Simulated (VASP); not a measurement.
# Hf (P6_3/mmc) in VASP: settings compared

The runs below take Hf through single point, with PBEsol-based global hybrid, HSE06.

All numbers are computed with VASP 6.6.1; they aren't measurements. Logs are shortened: lines on timing, memory, paths and dates and some standing lists are left out, and cuts for length are marked.

## (1) The cell of the first run

It takes space group P6_3/mmc (No. 194, hexagonal). Conventional cell: a = 3.179 Å, b = 3.179 Å, c = 5.010 Å, α = 90.00°, β = 90.00°, γ = 120.00°. Within 4.1 Å of Hf (site symmetry -6m2) lie 12 Hf at 3.11 to 3.18 Å.

## (2) Single point, PBEsol-based global hybrid

Contents of POSCAR:

```
Hf
1.0
    3.1786187504      0.0000000000      0.0000000000
   -1.5893093752      2.7527645868      0.0000000000
    0.0000000000      0.0000000000      5.0102761627
Hf
2
Direct
    0.6666666667      0.3333333333      0.7500000000
    0.3333333333      0.6666666667      0.2500000000
```

Contents of INCAR.step1:

```
PREC     = Accurate       # precision mode
ENCUT    = 520            # plane-wave cutoff, eV
EDIFF    = 1E-5           # SCF threshold, eV
ISMEAR   = -1             # smearing method
SIGMA    = 0.05           # smearing width, eV
LREAL    = False          # projectors in reciprocal space
LASPH    = True           # aspherical terms in the spheres
NELM     = 100            # most SCF steps
ALGO     = Normal         # electronic algorithm
ISIF     = 2              # what is computed and relaxed
LWAVE    = True           # write WAVECAR
GGA      = PE             # functional
NBANDS   = 17             # bands
```

Contents of INCAR.step2:

```
PREC     = Accurate       # precision mode
ENCUT    = 520            # plane-wave cutoff, eV
EDIFF    = 1E-7           # SCF threshold, eV
ISMEAR   = -1             # smearing method
SIGMA    = 0.05           # smearing width, eV
LREAL    = False          # projectors in reciprocal space
LASPH    = True           # aspherical terms in the spheres
NELM     = 100            # most SCF steps
ALGO     = Normal         # electronic algorithm
ISIF     = 2              # what is computed and relaxed
LWAVE    = False          # write WAVECAR
LCHARG   = True           # write CHGCAR
GGA      = PS             # functional
LHFCALC  = True           # exact exchange
AEXX     = 0.25           # exact-exchange fraction
PRECFOCK = Normal       
LELF     = True           # ELF
LVHAR    = True         
ISTART   = 1            
NBANDS   = 17             # bands
```

Contents of KPOINTS:

```
Automatic mesh
0
Gamma
  5 5 3
```

Potentials or basis: VASP PAW PBE potentials, release 64 (Hf_pv).

Launch:

```sh
$ cat potpaw_PBE.64/Hf_pv/POTCAR > POTCAR
$ cp INCAR.step1 INCAR
$ mpirun -np 1 vasp_std > vasp.out
$ cp INCAR.step2 INCAR
$ mpirun -np 1 vasp_std > vasp.out
```

OUTCAR:

```text
PREC = Accurate
   ENCUT = 520
   EDIFF = 1E-7
   ISMEAR = -1
   LREAL = False
   LASPH = True
   NELM = 100
   ISIF = 2
   GGA = PS
   LHFCALC = True
   AEXX = 0.25
   PRECFOCK = Normal
   ISTART = 1

 ion  position               nearest neighbor table
   1  0.667  0.333  0.750-   2 3.11   2 3.11   2 3.11   2 3.11   2 3.11   2 3.11
   2  0.333  0.667  0.250-   1 3.11   1 3.11   1 3.11   1 3.11   1 3.11   1 3.11

  LATTYP: Found a hexagonal cell.
 ALAT       =     3.1786187504
 C/A-ratio  =     1.5762431912

  Lattice vectors:

 A1 = (   3.1786187504,   0.0000000000,   0.0000000000)
 A2 = (  -1.5893093752,   2.7527645868,   0.0000000000)
 A3 = (   0.0000000000,   0.0000000000,   5.0102761627)

Analysis of symmetry for initial positions (statically):
=====================================================================
 Subroutine PRICEL returns:
 Original cell was already a primitive cell.

 Routine SETGRP: Setting up the symmetry group for a
 hexagonal supercell.

 Subroutine GETGRP returns: Found 24 space group operations
 (whereof 12 operations were pure point group operations)
 out of a pool of 24 trial point group operations.

The static configuration has the point symmetry D_3d.
 The point group associated with its full space group is D_6h.

Analysis of symmetry for dynamics (positions and initial velocities):
=====================================================================
 Subroutine PRICEL returns:
 Original cell was already a primitive cell.

 Routine SETGRP: Setting up the symmetry group for a
 hexagonal supercell.

 Subroutine GETGRP returns: Found 24 space group operations
 (whereof 12 operations were pure point group operations)
 out of a pool of 24 trial point group operations.

The dynamic configuration has the point symmetry D_3d.
 The point group associated with its full space group is D_6h.

 Subroutine INISYM returns: Found 24 space group operations
 (whereof 12 operations are pure point group operations),
 and found     1 'primitive' translations

----------------------------------------------------------------------------------------

                                     Primitive cell

  volume of cell :      43.8399

  direct lattice vectors                    reciprocal lattice vectors
     3.178618750  0.000000000  0.000000000     0.314602058  0.181635583  0.000000000
    -1.589309375  2.752764587  0.000000000     0.000000000  0.363271166  0.000000000
     0.000000000  0.000000000  5.010276163     0.000000000  0.000000000  0.199589797

  length of vectors
     3.178618750  3.178618750  5.010276163     0.363271166  0.363271166  0.199589797

  position of ions in fractional coordinates (direct lattice)
     0.666666667  0.333333333  0.750000000
     0.333333333  0.666666667  0.250000000

  ion indices of the primitive-cell ions
   primitive index   ion index
                 1           1
                 2           2

----------------------------------------------------------------------------------------

 KPOINTS: Automatic mesh

Automatic generation of k-mesh.
 Grid dimensions read from file:
 generate k-points for:    5    5    3

 Generating k-lattice:

  Cartesian coordinates                     Fractional coordinates (reciprocal lattice)
     0.062920412  0.036327117  0.000000000     0.200000000  0.000000000  0.000000000
     0.000000000  0.072654233  0.000000000     0.000000000  0.200000000  0.000000000
     0.000000000  0.000000000  0.066529932     0.000000000  0.000000000  0.333333333

  Length of vectors
     0.072654233  0.072654233  0.066529932

  Shift w.r.t. Gamma in fractional coordinates (k-lattice)
     0.000000000  0.000000000  0.000000000

 Subroutine IBZKPT returns following result:
 ===========================================

 Found     10 irreducible k-points:

 Following reciprocal coordinates:
            Coordinates               Weight
  0.000000  0.000000  0.000000      1.000000
  0.200000  0.000000  0.000000      6.000000
  0.400000 -0.000000  0.000000      6.000000
  0.200000  0.200000  0.000000      6.000000
  0.400000  0.200000  0.000000      6.000000
  0.000000  0.000000  0.333333      2.000000
  0.200000  0.000000  0.333333     12.000000
  0.400000 -0.000000  0.333333     12.000000
  0.200000  0.200000  0.333333     12.000000
  0.400000  0.200000  0.333333     12.000000
   k-points           NKPTS =     10   k-points in BZ     NKDIM =     75   number of bands    NBANDS=     17
   number of dos      NEDOS =    301   number of ions     NIONS =      2
   total plane-waves  NPLWV =  23040
   dimension x,y,z NGX =    24 NGY =   24 NGZ =   40
   dimension x,y,z NGXF=    48 NGYF=   48 NGZF=   80
   ions per type =               2
   NGX,Y,Z   is equivalent  to a cutoff of  12.55, 12.55, 13.27 a.u.
   NGXF,Y,Z  is equivalent  to a cutoff of  25.10, 25.10, 26.54 a.u.
 SYSTEM =  unknown system
   PREC   = accura    normal or accurate (medium, high low for compatibility)
   ISTART =      1    job   : 0-new  1-cont  2-samecut
   ICHARG =      0    charge: 1-file 2-atom 10-const
   ISPIN  =      1    spin polarized calculation?
   LNONCOLLINEAR =      F non collinear calculations
   LSORBIT =      F    spin-orbit coupling
   LASPH  =      T    aspherical Exc in radial PAW
   ENCUT  =  520.0 eV  38.22 Ry    6.18 a.u.   5.91  5.91  9.32*2*pi/ulx,y,z
   NELM   =    100;   NELMIN=  2; NELMDL=  0     # of ELM steps
   EDIFF  = 0.1E-06   stopping-criterion for ELM
   LREAL  =      F    real-space projection
   EDIFFG = 0.1E-05   stopping-criterion for IOM
   NSW    =      0    number of steps for IOM
   IBRION =     -1    ionic relax: 0-MD 1-quasi-New 2-CG
   NFREE  =      0    steps in history (QN), initial steepest desc. (CG)
   ISIF   =      2    stress and relaxation
   ISYM   =      3    0-nonsym 1-usesym 2-fastsym
   POTIM  = 0.5000    time-step for ionic-motion
   TEBEG  =    0.0;   TEEND  =   0.0 temperature during run
   PSTRESS=    0.0 pullay stress
   NELECT =      20.0000    total number of electrons
   NUPDOWN=      -1.0000    fix difference up-down
   EMIN   =  10.00;   EMAX   =-10.00  energy-range for DOS
   EFERMI =   0.00;   METHOD = LEGACY
   ISMEAR =    -1;   SIGMA  =   0.05  broadening in eV -4-tet -1-fermi 0-gaus
   EFERMI_NEDOS =   21; number of points for ismear=-14 and -15
   IALGO  =     38    algorithm
   IMIX   =      1    mixing-type and parameters
     AMIX     =   0.40;   BMIX     =  1.00
     AMIX_MAG =   1.60;   BMIX_MAG =  1.00
  volume/ion in A,a.u.               =      21.92       147.92
  Fermi-wavevector in a.u.,A,eV,Ry     =   1.260265  2.381555 21.609686  1.588267
  Thomas-Fermi vector in A             =   2.393783
   LORBIT       =      0    0 simple, 1 ext, 2 COOP (PROOUT), +10 PAW based schemes
   GGA     = PS    functional components
   LHFCALC =     T    Hartree Fock is set to
   PRECFOCK=normal    Normal, Fast or Accurate (Low or Medium for compatibility)
   ENCUT4O =  -1.0   cutoff for four orbital integrals eV
   NKREDX  =     1    reduce k-point grid by
   NKREDY  =     1    reduce k-point grid by
   NKREDZ  =     1    reduce k-point grid by
   AEXX    =    0.2500 exact exchange contribution
   HFSCREEN=    0.0000 screening length (either q_TF or 0.3 A-1)
   HFSCREENC=   0.0000 screening length for correlation (either q_TF or 0.3 A-1)
   ENCUTFOCK=  -1.0 apply spherical cutoff to Coloumb kernel
   IVDW    =     0    specifies the selected vdW correction
   LEPSILON=     F    determine dielectric tensor
   LRPA    =     F    only Hartree local field effects (RPA)
 non-spin polarized calculation
  energy-cutoff  :      520.00
  volume of cell :       43.84
 maximum number of plane-waves:      1188
 NGX is ok and might be reduce to    24
  NGX = 18; NGY = 18; NGZ = 28

 number of electron      19.9999999 magnetization

 Free energy of the ion-electron system (eV)
  ---------------------------------------------------
  ext. energy  EPLUGINS =         0.00000000
  ---------------------------------------------------
  free energy    TOTEN  =       -25.31959957 eV

  energy without entropy =      -25.30822273  energy(sigma->0) =      -25.31391115

 E-fermi :   4.9141     XC(G=0):  -9.0321

 val. band max:        4.4993204744   @ k =   0.2000   0.0000   0.3333
 cond. band min:       4.9146602861   @ k =   0.4000   0.2000   0.3333
 fundamental gap:      0.4153398117
 Fermi energy:         4.9140850467

 k-point     1 :       0.0000    0.0000    0.0000
  band No.  band energies     occupation
      1     -29.0124      2.00000
      2     -28.0704      2.00000
      3     -28.0704      2.00000
      4     -27.9578      2.00000
      5     -27.9184      2.00000
      6     -27.9184      2.00000
[... 9 lines left out ...]
     16       8.5814      0.00000
     17      11.4436      0.00000

 k-point     2 :       0.2000    0.0000    0.0000
  band No.  band energies     occupation
      1     -28.8894      2.00000
      2     -28.3086      2.00000
      3     -28.1638      2.00000
      4     -28.1424      2.00000
      5     -28.0137      2.00000
      6     -27.9487      2.00000
[... 9 lines left out ...]
     16       8.9871      0.00000
     17      12.1950      0.00000

 k-point     3 :       0.4000   -0.0000    0.0000
  band No.  band energies     occupation
      1     -28.7034      2.00000
      2     -28.6237      2.00000
      3     -28.5158      2.00000
      4     -28.2510      2.00000
      5     -28.1696      2.00000
      6     -28.0056      2.00000
[... 9 lines left out ...]
     16      11.6563      0.00000
     17      12.7558      0.00000

 k-point     4 :       0.2000    0.2000    0.0000
  band No.  band energies     occupation
      1     -28.6889      2.00000
      2     -28.5187      2.00000
      3     -28.4868      2.00000
      4     -28.2311      2.00000
      5     -28.1256      2.00000
      6     -28.0770      2.00000
[... 9 lines left out ...]
     16      11.5182      0.00000
     17      12.2519      0.00000
[... 63 lines left out ...]
      1     -28.8385      2.00000
      2     -28.7178      2.00000
      3     -28.3173      2.00000
      4     -28.1910      2.00000
      5     -28.1320      2.00000
      6     -28.0681      2.00000
[... 9 lines left out ...]
     16      11.5513      0.00000
     17      12.2277      0.00000

 k-point     9 :       0.2000    0.2000    0.3333
  band No.  band energies     occupation
      1     -28.7507      2.00000
      2     -28.6256      2.00000
      3     -28.2843      2.00000
      4     -28.2810      2.00000
      5     -28.1232      2.00000
      6     -28.0634      2.00000
[... 9 lines left out ...]
     16      11.1966      0.00000
     17      12.2131      0.00000

 k-point    10 :       0.4000    0.2000    0.3333
  band No.  band energies     occupation
      1     -28.7948      2.00000
      2     -28.7177      2.00000
      3     -28.4394      2.00000
      4     -28.2858      2.00000
      5     -28.1808      2.00000
      6     -28.1006      2.00000
[... 9 lines left out ...]
     16      12.0042      0.00000
     17      13.3805      0.00000

------------------------ aborting loop because EDIFF is reached ----------------------------------------

  FORCE on cell =-STRESS in cart. coord.  units (eV):
  Direction    XX          YY          ZZ          XY          YZ          ZX
  --------------------------------------------------------------------------------------
  -------------------------------------------------------------------------------------
  Total       -0.2289647     -0.2289647     -1.8358682     -0.0000000      0.0000000     -0.0000000
  in kB       -8.3677750     -8.3677750    -67.0938785     -0.0000000      0.0000000     -0.0000000
  external PRESSURE =     -27.9431428 kB  Pullay stress =       0.0000000 kB

 VOLUME and BASIS-vectors are now :
 -----------------------------------------------------------------------------
  energy-cutoff  :      520.00
  volume of cell :       43.84
      direct lattice vectors                 reciprocal lattice vectors
     3.178618750  0.000000000  0.000000000     0.314602058  0.181635583  0.000000000
    -1.589309375  2.752764587  0.000000000     0.000000000  0.363271166  0.000000000
     0.000000000  0.000000000  5.010276163     0.000000000  0.000000000  0.199589797

 POSITION                                       TOTAL-FORCE (eV/Angst)
 -----------------------------------------------------------------------------------
      1.58931      0.91759      3.75771        -0.000000     -0.000000      0.000000
     -0.00000      1.83518      1.25257         0.000000      0.000000      0.000000
 -----------------------------------------------------------------------------------
    total drift:                                0.000000      0.000000      0.000000

  FREE ENERGIE OF THE ION-ELECTRON SYSTEM (eV)
  ---------------------------------------------------
  free  energy   TOTEN  =       -25.3195995693 eV

  energy  without entropy=      -25.3082227254  energy(sigma->0) =      -25.31391115
```

Wall time 13 min (1 thread of AMD EPYC 7R13 (Zen 3), shared host); peak memory 0.15 GiB.

What came out:

```
Free energy            : -25.3196 eV
Pressure               : -2.8 GPa
Band gap on the k mesh : zero (band 10 reaches 6.75 eV, above the bottom of band 11 at 4.91 eV)
```

Stress tensor (GPa, compression positive):
```
-0.84  0.00  0.00
 0.00 -0.84  0.00
 0.00  0.00 -6.71
```

Levels at points of the mesh, in eV from the Fermi level:
| k point | band 8 | band 9 | band 10 | band 11 | band 12 | band 13 |
| --- | --- | --- | --- | --- | --- | --- |
| (0.00, 0.00, 0.00) | -4.71 | 0.77 | 1.83 | 1.83 | 2.39 | 2.94 |

Caveat: the k points lie up to 0.46 Å⁻¹ apart; the PAW data sets were made with another functional, which shifts forces and pressure a little; spin-orbit coupling is left out, which moves the levels of the heavy elements.

## (3) Single point, HSE06

This run uses another cell than the first one, of 22.38 Å³/atom, 1.021 times its volume.

Contents of POSCAR:

```
Hf
1.0
    3.1967000000      0.0000000000      0.0000000000
   -1.5983500000      2.7684234083      0.0000000000
    0.0000000000      0.0000000000      5.0578000000
Hf
2
Direct
    0.6666666667      0.3333333333      0.7500000000
    0.3333333333      0.6666666667      0.2500000000
```

Contents of INCAR.step1:

```
SYSTEM = Hf
ALGO = Normal ; EDIFF = 1E-5
ENCUT = 520 ; GGA = PE
ISIF = 2 ; ISMEAR = -1
LASPH = .True. ; LCHARG = .False.
LREAL = .False. ; LWAVE = .True.
NBANDS = 17 ; NELM = 60
PREC = Accurate ; SIGMA = 0.05
```

Contents of INCAR.step2:

```
SYSTEM = Hf
ALGO = Normal ; EDIFF = 1E-6
ENCUT = 520 ; GGA = PE
HFSCREEN = 0.2079 ; ISIF = 2
ISMEAR = -1 ; ISTART = 1
LASPH = .True. ; LCHARG = .False.
LHFCALC = .True. ; LREAL = .False.
LWAVE = .False. ; NBANDS = 17
NELM = 60 ; PREC = Accurate
PRECFOCK = Normal ; SIGMA = 0.05
```

Contents of KPOINTS:

```
k-points
0
Gamma
  5 5 3
  0 0 0
```

Potentials or basis: VASP PAW PBE potentials, release 64 (Hf_pv).

Launch:

```sh
$ cat potpaw_PBE.64/Hf_pv/POTCAR > POTCAR
$ cp INCAR.step1 INCAR
$ mpirun -np 1 vasp_std > vasp.out
$ cp INCAR.step2 INCAR
$ mpirun -np 1 vasp_std > vasp.out
```

Wall time 9 min (1 thread of AMD EPYC 7R13 (Zen 3), shared host); peak memory 0.24 GiB.

Results (log left out):

```
Free energy            : -22.5048 eV
Pressure               : -1.3 GPa
Band gap on the k mesh : zero (band 10 reaches 6.43 eV, above the bottom of band 11 at 4.89 eV)
```

Stress tensor (GPa, compression positive):
```
-0.19  0.00  0.00
 0.00 -0.19  0.00
 0.00  0.00 -3.40
```

Levels at points of the mesh, in eV from the Fermi level:
| k point | band 7 | band 8 | band 9 | band 10 | band 11 | band 12 | band 13 | band 14 |
| --- | --- | --- | --- | --- | --- | --- | --- | --- |
| (0.00, 0.00, 0.00) | -8.53 | -4.29 | 0.29 | 1.51 | 1.51 | 1.94 | 2.52 | 2.52 |

Caveat: the k points lie up to 0.45 Å⁻¹ apart; the PAW data sets were made with another functional, which shifts forces and pressure a little; spin-orbit coupling is left out, which moves the levels of the heavy elements.

## (4) Single point, HSE06

This run uses another cell than the first one, of 22.52 Å³/atom, 1.027 times its volume.

Contents of POSCAR:

```
Hf
1.0
    3.2322461760      0.0000000000      0.0000000000
   -1.6161230880      2.7992072997      0.0000000000
    0.0000000000      0.0000000000      4.9776766065
Hf
2
Direct
    0.6666666667      0.3333333333      0.7500000000
    0.3333333333      0.6666666667      0.2500000000
```

Contents of INCAR.step1:

```
SYSTEM = Hf
ALGO = Normal
EDIFF = 1E-5
ENCUT = 520
GGA = PE
ISIF = 2
ISMEAR = -1
LASPH = .True.
LREAL = .False.
LWAVE = .True.
NBANDS = 17
NELM = 60
PREC = Accurate
SIGMA = 0.05
```

Contents of INCAR.step2:

```
SYSTEM = Hf
ALGO = Normal
EDIFF = 1E-6
ENCUT = 520
GGA = PE
HFSCREEN = 0.2079
ISIF = 2
ISMEAR = -1
ISTART = 1
LASPH = .True.
LCHARG = .True.
LELF = .True.
LHFCALC = .True.
LREAL = .False.
LVHAR = .True.
LWAVE = .False.
NBANDS = 17
NELM = 60
PREC = Accurate
PRECFOCK = Normal
SIGMA = 0.05
```

KPOINTS is that of step 3.

Launch:

```sh
$ cat potpaw_PBE.64/Hf_pv/POTCAR > POTCAR
$ cp INCAR.step1 INCAR
$ mpirun -np 1 vasp_std > vasp.out
$ cp INCAR.step2 INCAR
$ mpirun -np 1 vasp_std > vasp.out
```

Run time: 9.7 min. Hardware: 1 thread of AMD EPYC 7R13 (Zen 3), shared host; peak memory 0.25 GiB.

It converged, with:

```yaml
Free_energy: -22.5107 eV
Pressure: -2.0 GPa
Band_gap_on_the_k_mesh: zero (band 10 reaches 6.29 eV, above the bottom of band 11 at 4.90 eV)
```

Stress tensor (GPa, compression positive):
```
-1.91  0.00  0.00
 0.00 -1.91  0.00
 0.00  0.00 -2.08
```

Levels at points of the mesh, in eV from the Fermi level:
```csv
k point,band 7,band 8,band 9,band 10,band 11,band 12,band 13,band 14
"(0.00, 0.00, 0.00)",-8.52,-4.21,0.53,1.41,1.41,2.19,2.50,2.50
```

Caveat: the k points lie up to 0.45 Å⁻¹ apart; the PAW data sets were made with another functional, which shifts forces and pressure a little; spin-orbit coupling is left out, which moves the levels of the heavy elements.

## (5) The runs side by side

| level | cell | share of exact exchange | screening parameter | gap on the mesh (eV) | pressure (GPa) |
| --- | --- | --- | --- | --- | --- |
| PBEsol-based global hybrid | a = 3.179, b = 3.179, c = 5.010 Å, angles 90.0, 90.0, 120.0°, 2 atoms | 0.25 | - | none | -2.8 |
| HSE06 | a = 3.197, b = 3.197, c = 5.058 Å, angles 90.0, 90.0, 120.0°, 2 atoms | - | 0.2079 1/Å | none | -1.3 |
| HSE06 | a = 3.232, b = 3.232, c = 4.978 Å, angles 90.0, 90.0, 120.0°, 2 atoms | - | 0.2079 1/Å | none | -2.0 |

Alike in all rows: task single point; potentials or basis VASP PAW PBE potentials, release 64 (Hf_pv); no spin polarisation; k mesh 5 × 5 × 3; cutoff (eV) 520; smearing fermi-dirac 0.05 eV.

Caveats: all runs use coarse meshes; the PAW data sets were made with another functional, which shifts forces and pressure a little; spin-orbit coupling is left out, which moves the levels of the heavy elements.

Absolute energies hang on the potentials; compare differences alone.
